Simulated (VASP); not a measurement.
# Ag (P6_3/mmc) in VASP: a series of runs

The runs below take Ag through single point, with r2SCAN.

All numbers are computed with VASP 6.6.1; they aren't measurements. Logs are shortened: lines on timing, memory, paths and dates and some standing lists are left out, and cuts for length are marked.

## (1) The cell of the first run

It takes space group P6_3/mmc (No. 194, hexagonal). Conventional cell: a = 2.696 Å, b = 2.696 Å, c = 4.407 Å, α = 90.00°, β = 90.00°, γ = 120.00°. Ag (site symmetry -6m2) has 12 Ag at 2.70 Å within 3.6 Å.

This isn't the form of Ag at room conditions, which is fcc.

## (2) Single point, r2SCAN (strain -0.080 along x and y, -0.080 along z)

Contents of POSCAR:

```
Ag
1.0
    2.6955982340      0.0000000000      0.0000000000
   -1.3477991170      2.3344565490      0.0000000000
    0.0000000000      0.0000000000      4.4068000000
Ag
2
Direct
    0.3333333333      0.6666666667      0.2500000000
    0.6666666667      0.3333333333      0.7500000000
```

Contents of INCAR.step1:

```
SYSTEM = Ag
  PREC = Accurate
  ENCUT = 520
  ISMEAR = 0
  SIGMA = 0.15
  LREAL = .False.
  LASPH = .True.
  NELM = 100
  NBANDS = 18
  GGA = PE
  ALGO = Normal
  EDIFF = 1E-4
  LWAVE = .True.
  LCHARG = .False.
```

Contents of INCAR.step2:

```
SYSTEM = Ag
  PREC = Accurate
  ENCUT = 520
  EDIFF = 1E-6
  ISMEAR = 0
  SIGMA = 0.15
  LREAL = .False.
  LASPH = .True.
  NELM = 100
  ALGO = Normal
  ISIF = 2
  LWAVE = .False.
  LCHARG = .False.
  METAGGA = R2SCAN
  LMIXTAU = .True.
  NBANDS = 18
  ISTART = 1
```

Contents of KPOINTS:

```
regular mesh
0
Gamma
  18 18 10
  0 0 0
```

Potentials or basis: VASP PAW PBE potentials, release 64 (Ag).

On the command line:

```
cat potpaw_PBE.64/Ag/POTCAR > POTCAR
cp INCAR.step1 INCAR
mpirun -np 1 vasp_std > vasp.out
cp INCAR.step2 INCAR
mpirun -np 1 vasp_std > vasp.out
```

OUTCAR:

```text
SYSTEM = Ag
   PREC = Accurate
   ENCUT = 520
   EDIFF = 1E-6
   ISMEAR = 0
   LREAL = .False.
   LASPH = .True.
   NELM = 100
   ISIF = 2
   METAGGA = R2SCAN
   ISTART = 1

 ion  position               nearest neighbor table
   1  0.333  0.667  0.250-   2 2.70   2 2.70   2 2.70   2 2.70   2 2.70   2 2.70
   2  0.667  0.333  0.750-   1 2.70   1 2.70   1 2.70   1 2.70   1 2.70   1 2.70

  LATTYP: Found a hexagonal cell.
 ALAT       =     2.6955982340
 C/A-ratio  =     1.6348133577

  Lattice vectors:

 A1 = (   2.6955982340,   0.0000000000,   0.0000000000)
 A2 = (  -1.3477991170,   2.3344565490,   0.0000000000)
 A3 = (   0.0000000000,   0.0000000000,   4.4068000000)

Analysis of symmetry for initial positions (statically):
=====================================================================
 Subroutine PRICEL returns:
 Original cell was already a primitive cell.

 Routine SETGRP: Setting up the symmetry group for a
 hexagonal supercell.

 Subroutine GETGRP returns: Found 24 space group operations
 (whereof 12 operations were pure point group operations)
 out of a pool of 24 trial point group operations.

The static configuration has the point symmetry D_3d.
 The point group associated with its full space group is D_6h.

Analysis of symmetry for dynamics (positions and initial velocities):
=====================================================================
 Subroutine PRICEL returns:
 Original cell was already a primitive cell.

 Routine SETGRP: Setting up the symmetry group for a
 hexagonal supercell.

 Subroutine GETGRP returns: Found 24 space group operations
 (whereof 12 operations were pure point group operations)
 out of a pool of 24 trial point group operations.

The dynamic configuration has the point symmetry D_3d.
 The point group associated with its full space group is D_6h.

 Subroutine INISYM returns: Found 24 space group operations
 (whereof 12 operations are pure point group operations),
 and found     1 'primitive' translations

----------------------------------------------------------------------------------------

                                     Primitive cell

  volume of cell :      27.7309

  direct lattice vectors                    reciprocal lattice vectors
     2.695598234  0.000000000  0.000000000     0.370975165  0.214182611  0.000000000
    -1.347799117  2.334456549  0.000000000     0.000000000  0.428365223  0.000000000
     0.000000000  0.000000000  4.406800000     0.000000000  0.000000000  0.226922030

  length of vectors
     2.695598234  2.695598234  4.406800000     0.428365223  0.428365223  0.226922030

  position of ions in fractional coordinates (direct lattice)
     0.333333333  0.666666667  0.250000000
     0.666666667  0.333333333  0.750000000

  ion indices of the primitive-cell ions
   primitive index   ion index
                 1           1
                 2           2

----------------------------------------------------------------------------------------

 KPOINTS: regular mesh

Automatic generation of k-mesh.
 Grid dimensions read from file:
 generate k-points for:   18   18   10

 Generating k-lattice:

  Cartesian coordinates                     Fractional coordinates (reciprocal lattice)
     0.020609731  0.011899034  0.000000000     0.055555556 -0.000000000  0.000000000
     0.000000000  0.023798068  0.000000000     0.000000000  0.055555556  0.000000000
     0.000000000  0.000000000  0.022692203     0.000000000  0.000000000  0.100000000

  Length of vectors
     0.023798068  0.023798068  0.022692203

  Shift w.r.t. Gamma in fractional coordinates (k-lattice)
     0.000000000  0.000000000  0.000000000

 Subroutine IBZKPT returns following result:
 ===========================================

 Found    222 irreducible k-points:

 Following reciprocal coordinates:
            Coordinates               Weight
  0.000000  0.000000  0.000000      1.000000
  0.055556 -0.000000  0.000000      6.000000
  0.111111 -0.000000  0.000000      6.000000
  0.166667  0.000000  0.000000      6.000000
  0.222222 -0.000000  0.000000      6.000000
  0.277778  0.000000  0.000000      6.000000
[... 16 lines left out ...]
  0.333333  0.111111  0.000000     12.000000
  0.388889  0.111111  0.000000     12.000000
 [... further k-points ...]
   k-points           NKPTS =    222   k-points in BZ     NKDIM =    222   number of bands    NBANDS=     18
   number of dos      NEDOS =    301   number of ions     NIONS =      2
   total plane-waves  NPLWV =  14400
   dimension x,y,z NGX =    20 NGY =   20 NGZ =   36
   dimension x,y,z NGXF=    40 NGYF=   40 NGZF=   72
   ions per type =               2
   NGX,Y,Z   is equivalent  to a cutoff of  12.33, 12.33, 13.58 a.u.
   NGXF,Y,Z  is equivalent  to a cutoff of  24.67, 24.67, 27.16 a.u.
 SYSTEM =  Ag
   PREC   = accura    normal or accurate (medium, high low for compatibility)
   ISTART =      1    job   : 0-new  1-cont  2-samecut
   ICHARG =      0    charge: 1-file 2-atom 10-const
   ISPIN  =      1    spin polarized calculation?
   LNONCOLLINEAR =      F non collinear calculations
   LSORBIT =      F    spin-orbit coupling
   LASPH  =      T    aspherical Exc in radial PAW
   ENCUT  =  520.0 eV  38.22 Ry    6.18 a.u.   5.01  5.01  8.19*2*pi/ulx,y,z
   NELM   =    100;   NELMIN=  2; NELMDL=  0     # of ELM steps
   EDIFF  = 0.1E-05   stopping-criterion for ELM
   LREAL  =      F    real-space projection
   EDIFFG = 0.1E-04   stopping-criterion for IOM
   NSW    =      0    number of steps for IOM
   IBRION =     -1    ionic relax: 0-MD 1-quasi-New 2-CG
   NFREE  =      0    steps in history (QN), initial steepest desc. (CG)
   ISIF   =      2    stress and relaxation
   ISYM   =      2    0-nonsym 1-usesym 2-fastsym
   POTIM  = 0.5000    time-step for ionic-motion
   TEBEG  =    0.0;   TEEND  =   0.0 temperature during run
   PSTRESS=    0.0 pullay stress
   NELECT =      22.0000    total number of electrons
   NUPDOWN=      -1.0000    fix difference up-down
   EMIN   =  10.00;   EMAX   =-10.00  energy-range for DOS
   EFERMI =   0.00;   METHOD = LEGACY
   ISMEAR =     0;   SIGMA  =   0.15  broadening in eV -4-tet -1-fermi 0-gaus
   EFERMI_NEDOS =   21; number of points for ismear=-14 and -15
   IALGO  =     38    algorithm
   IMIX   =      4    mixing-type and parameters
     AMIX     =   0.40;   BMIX     =  1.00
     AMIX_MAG =   1.60;   BMIX_MAG =  1.00
  volume/ion in A,a.u.               =      13.87        93.57
  Fermi-wavevector in a.u.,A,eV,Ry     =   1.515518  2.863913 31.249770  2.296793
  Thomas-Fermi vector in A             =   2.625031
   LORBIT       =      0    0 simple, 1 ext, 2 COOP (PROOUT), +10 PAW based schemes
   METAGGA = R2SCAN    functional components
   LHFCALC =     F    Hartree Fock is set to
   AEXX    =    0.0000 exact exchange contribution
   IVDW    =     0    specifies the selected vdW correction
   LEPSILON=     F    determine dielectric tensor
   LRPA    =     F    only Hartree local field effects (RPA)
 non-spin polarized calculation
 Gauss-broadening in eV      SIGMA  =   0.15
  energy-cutoff  :      520.00
  volume of cell :       27.73
 maximum number of plane-waves:       768
 NGX is ok and might be reduce to    20
   NGX =  9   NGY =  9   NGZ = 17

 number of electron      22.0000001 magnetization

 Free energy of the ion-electron system (eV)
  ---------------------------------------------------
  ext. energy  EPLUGINS =         0.00000000
  ---------------------------------------------------
  free energy    TOTEN  =       -41.96026765 eV

  energy without entropy =      -41.95237699  energy(sigma->0) =      -41.95632232

 E-fermi :  11.6716     XC(G=0): -14.4756

 val. band max:       11.6528634825   @ k =   0.2222   0.2222   0.5000
 cond. band min:      11.7035918235   @ k =   0.2778   0.0000   0.3000
 fundamental gap:      0.0507283410
 Fermi energy:        11.6716208261

 k-point     1 :       0.0000    0.0000    0.0000
  band No.  band energies     occupation
      1       1.9673      2.00000
      2       3.3653      2.00000
      3       5.5885      2.00000
      4       5.7193      2.00000
      5       5.7193      2.00000
      6       6.0780      2.00000
[... 10 lines left out ...]
     17      33.4490      0.00000
     18      33.4490      0.00000

 k-point     2 :       0.0556   -0.0000    0.0000
  band No.  band energies     occupation
      1       2.0734      2.00000
      2       3.4331      2.00000
      3       5.4919      2.00000
      4       5.7850      2.00000
      5       5.8077      2.00000
      6       6.0499      2.00000
[... 10 lines left out ...]
     17      32.5923      0.00000
     18      32.8438      0.00000

 k-point     3 :       0.1111   -0.0000    0.0000
  band No.  band energies     occupation
      1       2.3805      2.00000
      2       3.6174      2.00000
      3       5.3273      2.00000
      4       5.9081      2.00000
      5       5.9777      2.00000
      6       6.0423      2.00000
[... 10 lines left out ...]
     17      31.1139      0.00000
     18      32.8060      0.00000

 k-point     4 :       0.1667    0.0000    0.0000
  band No.  band energies     occupation
      1       2.8478      2.00000
      2       3.8480      2.00000
      3       5.1781      2.00000
      4       5.8339      2.00000
      5       5.8667      2.00000
      6       6.2825      2.00000
[... 375 lines left out ...]
      4       5.5627      2.00000
      5       5.6130      2.00000
      6       6.0478      2.00000
[... 10 lines left out ...]
     17      28.1944      0.00000
     18      29.6084      0.00000

 k-point    23 :       0.3333    0.1111    0.0000
  band No.  band energies     occupation
      1       3.7646      2.00000
      2       4.0997      2.00000
      3       4.2070      2.00000
      4       5.5535      2.00000
      5       6.0356      2.00000
      6       6.1410      2.00000
[... 10 lines left out ...]
     17      26.1941      0.00000
     18      28.9618      0.00000

 k-point    24 :       0.3889    0.1111    0.0000
  band No.  band energies     occupation
      1       3.6488      2.00000
      2       3.9265      2.00000
      3       4.1699      2.00000
      4       5.5299      2.00000
      5       6.0229      2.00000
      6       6.3291      2.00000
[... 10 lines left out ...]
     17      24.6436      0.00000
     18      28.5626      0.00000

 [... further k-points ...]

------------------------ aborting loop because EDIFF is reached ----------------------------------------

  FORCE on cell =-STRESS in cart. coord.  units (eV):
  Direction    XX          YY          ZZ          XY          YZ          ZX
  --------------------------------------------------------------------------------------
  -------------------------------------------------------------------------------------
  Total        7.5844161      7.5844161      7.5734632      0.0000000      0.0000000      0.0000000
  in kB      438.1960280    438.1960280    437.5632153      0.0000000      0.0000000      0.0000000
  external PRESSURE =     437.9850904 kB  Pullay stress =       0.0000000 kB

 VOLUME and BASIS-vectors are now :
 -----------------------------------------------------------------------------
  energy-cutoff  :      520.00
  volume of cell :       27.73
      direct lattice vectors                 reciprocal lattice vectors
     2.695598234  0.000000000  0.000000000     0.370975165  0.214182611  0.000000000
    -1.347799117  2.334456549  0.000000000     0.000000000  0.428365223  0.000000000
     0.000000000  0.000000000  4.406800000     0.000000000  0.000000000  0.226922030

 POSITION                                       TOTAL-FORCE (eV/Angst)
 -----------------------------------------------------------------------------------
     -0.00000      1.55630      1.10170        -0.000000      0.000000      0.000000
      1.34780      0.77815      3.30510         0.000000     -0.000000      0.000000
 -----------------------------------------------------------------------------------
    total drift:                               -0.000000      0.000000     -0.000000

  FREE ENERGIE OF THE ION-ELECTRON SYSTEM (eV)
  ---------------------------------------------------
  free  energy   TOTEN  =       -41.9602676484 eV

  energy  without entropy=      -41.9523769902  energy(sigma->0) =      -41.95632232
```

Run time: 8.7 min. Hardware: 1 thread of Intel Xeon 8259CL, shared host; peak memory 0.22 GiB.

Results:

* Free energy: -41.9603 eV
* Pressure: 43.8 GPa
* Band gap on the k mesh: zero (bands 11 and 12 overlap by 9.00 eV)

Levels at points of the mesh, in eV from the Fermi level:
| k point | band 8 | band 9 | band 10 | band 11 | band 12 | band 13 | band 14 | band 15 |
| --- | --- | --- | --- | --- | --- | --- | --- | --- |
| (0.00, 0.00, 0.00) | -5.08 | -5.08 | -3.61 | -3.61 | -0.99 | 5.04 | 16.74 | 18.99 |
| (0.50, 0.00, 0.00) | -3.39 | -3.31 | -3.18 | 0.10 | 2.20 | 8.33 | 8.49 | 11.88 |
| (0.00, 0.00, 0.50) | -5.76 | -4.05 | -4.05 | -4.05 | -4.05 | 13.23 | 13.23 | 17.31 |
| (0.50, 0.00, 0.50) | -3.71 | -3.26 | -3.26 | 0.59 | 0.59 | 6.17 | 6.17 | 15.97 |

Caveat: the cell differs from its parent crystal (strain -0.080 along x and y, -0.080 along z); the cell stands under pressure; the PAW data sets were made with another functional, which shifts forces and pressure a little.

## (3) Single point, r2SCAN (strain -0.080 along x and y, -0.040 along z)

POSCAR, as its differences from that of step 2:

```diff
@@ -4,3 +4,3 @@
    -1.3477991170      2.3344565490      0.0000000000
-    0.0000000000      0.0000000000      4.4068000000
+    0.0000000000      0.0000000000      4.5984000000
 Ag
```

Contents of INCAR.step1:

```
PREC     = Accurate       # precision mode
ENCUT    = 520            # plane-wave cutoff, eV
ISMEAR   = 0              # smearing method
SIGMA    = 0.15           # smearing width, eV
LREAL    = False          # projectors in reciprocal space
LASPH    = True           # aspherical terms in the spheres
NELM     = 60             # most SCF steps
NBANDS   = 18             # bands
GGA      = PE             # functional
ALGO     = Normal         # electronic algorithm
EDIFF    = 1E-4           # SCF threshold, eV
LWAVE    = True           # write WAVECAR
LCHARG   = False          # write CHGCAR
```

Contents of INCAR.step2:

```
PREC     = Accurate       # precision mode
ENCUT    = 520            # plane-wave cutoff, eV
EDIFF    = 1E-7           # SCF threshold, eV
ISMEAR   = 0              # smearing method
SIGMA    = 0.15           # smearing width, eV
LREAL    = False          # projectors in reciprocal space
LASPH    = True           # aspherical terms in the spheres
NELM     = 60             # most SCF steps
ALGO     = Normal         # electronic algorithm
ISIF     = 2              # what is computed and relaxed
LWAVE    = False          # write WAVECAR
LCHARG   = False          # write CHGCAR
METAGGA  = R2SCAN         # meta-GGA
LMIXTAU  = True         
NBANDS   = 18             # bands
ISTART   = 1
```

Contents of KPOINTS:

```
regular mesh
0
Gamma
  18 18 10
```

Potentials or basis: VASP PAW PBE potentials, release 64 (Ag).

On the command line:

```
cat potpaw_PBE.64/Ag/POTCAR > POTCAR
cp INCAR.step1 INCAR
mpirun -np 1 vasp_std > vasp.out
cp INCAR.step2 INCAR
mpirun -np 1 vasp_std > vasp.out
```

Run time: 9.7 min. Hardware: 1 thread of Intel Xeon 8259CL, shared host; peak memory 0.22 GiB.

Results (log left out):

```yaml
Free_energy: -42.2178 eV
Pressure: 32.0 GPa
Band_gap_on_the_k_mesh: zero (bands 11 and 12 overlap by 8.99 eV)
```

Stress tensor (GPa, compression positive):
```
35.16  0.00  0.00
 0.00 35.16  0.00
 0.00  0.00 25.54
```

Levels at points of the mesh, in eV from the Fermi level:
```tsv
k point	band 8	band 9	band 10	band 11	band 12	band 13	band 14	band 15
(0.00, 0.00, 0.00)	-4.76	-4.76	-3.59	-3.59	-1.25	4.06	17.01	18.02
(0.50, 0.00, 0.00)	-3.42	-3.24	-3.10	0.20	2.22	7.86	7.97	11.16
(0.00, 0.00, 0.50)	-5.68	-4.00	-4.00	-4.00	-4.00	11.87	11.87	17.47
(0.50, 0.00, 0.50)	-3.68	-3.16	-3.16	0.67	0.67	5.96	5.96	15.12
```

Caveat: the cell differs from its parent crystal (strain -0.080 along x and y, -0.040 along z); the stress differs along the axes, from 26 to 35 GPa; the PAW data sets were made with another functional, which shifts forces and pressure a little.

(Continued in part 2 of 2.)

The gap in the log of VASP goes by the Fermi energy; the results here count the filled bands.